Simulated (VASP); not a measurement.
Crystal: Sc2Re.

```xyz
3
Lattice="4.5993 0.0000 0.0000 -2.2997 3.9831 0.0000 0.0000 0.0000 2.9237" Properties=species:S:1:pos:R:3 pbc="T T T"
Sc    0.0000    2.6554    1.4619
Sc    2.2997    1.3277    1.4619
Re    0.0000    0.0000    0.0000
```

* Program: VASP 6.6.1
* Task: relaxation of cell and atoms
* Functional: PBE
* Potentials or basis: VASP PAW PBE potentials, release 64 (Sc_sv, Re)
* Cutoff: 600 eV
* k mesh: 12 × 12 × 16
* Occupations: gaussian, width 0.1 eV
* Spin: no spin polarisation

At the start: pressure 3.0 GPa; volume 17.85 Å³/atom.

Where does the relaxation end?

Over 7 steps the energy falls by 48.4 meV/atom and the volume is 18.31 Å³/atom (+2.6 %); space group P6/mmm (No. 191, to 0.1 Å) before and after.

Step by step:
| step | energy change (eV) | largest force (eV/Å) | pressure (GPa) | volume (Å³) |
| --- | --- | --- | --- | --- |
| 1 | 0.0000 | 0.0000 | 2.98 | 53.56 |
| 2 | -0.1353 | 0.0000 | -2.31 | 56.05 |
| 3 | -0.1410 | 0.0000 | -1.57 | 55.64 |
| 4 | -0.1417 | 0.0000 | 1.37 | 54.38 |
| 5 | -0.1451 | 0.0000 | -0.06 | 54.98 |
| 6 | -0.1451 | 0.0000 | -0.05 | 54.96 |
| 7 | -0.1451 | 0.0000 | 0.05 | 54.93 |

Final structure:
```xyz
3
Lattice="4.7545 0.0000 0.0000 -2.3772 4.1175 0.0000 0.0000 0.0000 2.8059" Properties=species:S:1:pos:R:3 pbc="T T T"
Sc    0.0000    2.7450    1.4030
Sc    2.3772    1.3725    1.4030
Re    0.0000    0.0000    0.0000
```
